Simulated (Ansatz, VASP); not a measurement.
# Two plane-wave programs on K

```
K
1.0
     7.79671    0.00000    0.00000
    -3.89836    6.75215    0.00000
     0.00000    0.00000    4.63174
K
3
Direct
  0.00000 0.00000 0.00000
  0.33333 0.66667 0.50000
  0.66667 0.33333 0.50000
```

Alike in both runs: functional RPBE; k mesh 5 × 5 × 7; occupations fermi-dirac, width 0.1 eV; no spin polarisation.

Ansatz relaxed the structure, and its values are those at the end. VASP's run is a single point on that final structure, the one shown.

|  | VASP | Ansatz |
| --- | --- | --- |
| version | VASP 6.6.1 | Ansatz 0.2.0 |
| potentials or method | VASP PAW PBE potentials, release 64 (K_sv), cutoff 520 eV | plane waves (420 eV) with PAW, scalar-relativistic |
| valence electrons in the cell | 27 | 27 |

|  | VASP | Ansatz | Ansatz less VASP |
| --- | --- | --- | --- |
| pressure (GPa) | 0.0 | 0.0 | +0.01 |

VASP's potentials were made for PBE, not for RPBE. With one functional, cell and mesh, what is left measures potentials, basis and numerics.
